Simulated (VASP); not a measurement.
Runs of VASP 6.6.1 on Sr. The structure is that of space group P6_3/mmc (No. 194), or close to it. The cells are those of the table. This isn't the form of Sr at room conditions, which is fcc.

```tsv
cell	gap on the mesh (eV)	pressure (GPa)
a = 4.342, b = 4.342, c = 6.768 Å, angles 90.0, 90.0, 120.0°, 2 atoms	none	0.0
a = 4.417, b = 4.417, c = 6.522 Å, angles 90.0, 90.0, 120.0°, 2 atoms	none	(a)
a = 4.193, b = 4.193, c = 7.259 Å, angles 90.0, 90.0, 120.0°, 2 atoms	none	0.0
a = 4.118, b = 4.118, c = 7.504 Å, angles 90.0, 90.0, 120.0°, 2 atoms	none	0.1
```

Alike in all rows: task single point; level PBE; potentials or basis VASP PAW PBE potentials, release 64 (Sr_sv); no spin polarisation; k mesh 12 × 12 × 6; cutoff (eV) 520; smearing gaussian 0.15 eV.

Question: Estimate the missing entries.

Answer: (a) 0.2.

A k mesh can miss the band edges, and the runs leave out spin-orbit coupling on Sr.

A gap of «none» marks levels without a gap at the run's occupations.
